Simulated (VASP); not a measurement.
The system is HfN.

```xyz
2
Lattice="0.0000 2.2590 2.2590 2.2590 0.0000 2.2590 2.2590 2.2590 0.0000" Properties=species:S:1:pos:R:3 pbc="T T T"
Hf    2.2590    2.2590    2.2590
N     0.0000    0.0000    0.0000
```

```yaml
Program: VASP 6.6.1
Task: relaxation of cell and atoms
Functional: PBEsol
Potentials_or_basis: VASP PAW PBE potentials, release 64 (Hf_pv, N)
Cutoff: 600 eV
k_mesh: 16 × 16 × 16
Occupations: gaussian, width 0.1 eV
Spin: no spin polarisation
```

At the start: pressure -5.3 GPa; volume 11.53 Å³/atom.

Task: Where does the relaxation end?

Result: Over 3 steps the energy falls by 3.6 meV/atom and the volume is 11.31 Å³/atom (-1.9 %); space group Fm-3m (No. 225, to 0.05 Å).

The path:
| step | energy change (eV) | largest force (eV/Å) | pressure (GPa) | volume (Å³) |
| --- | --- | --- | --- | --- |
| 1 | 0.0000 | 0.0000 | -5.31 | 23.06 |
| 2 | 0.0216 | 0.0000 | 11.68 | 21.80 |
| 3 | -0.0073 | 0.0000 | -0.06 | 22.63 |

Final structure:
```xyz
2
Lattice="0.0000 2.2449 2.2449 2.2449 0.0000 2.2449 2.2449 2.2449 0.0000" Properties=species:S:1:pos:R:3 pbc="T T T"
Hf    2.2449    2.2449    2.2449
N     0.0000    0.0000    0.0000
```

Caveat: the PAW data sets were made with another functional, which shifts forces and pressure a little.
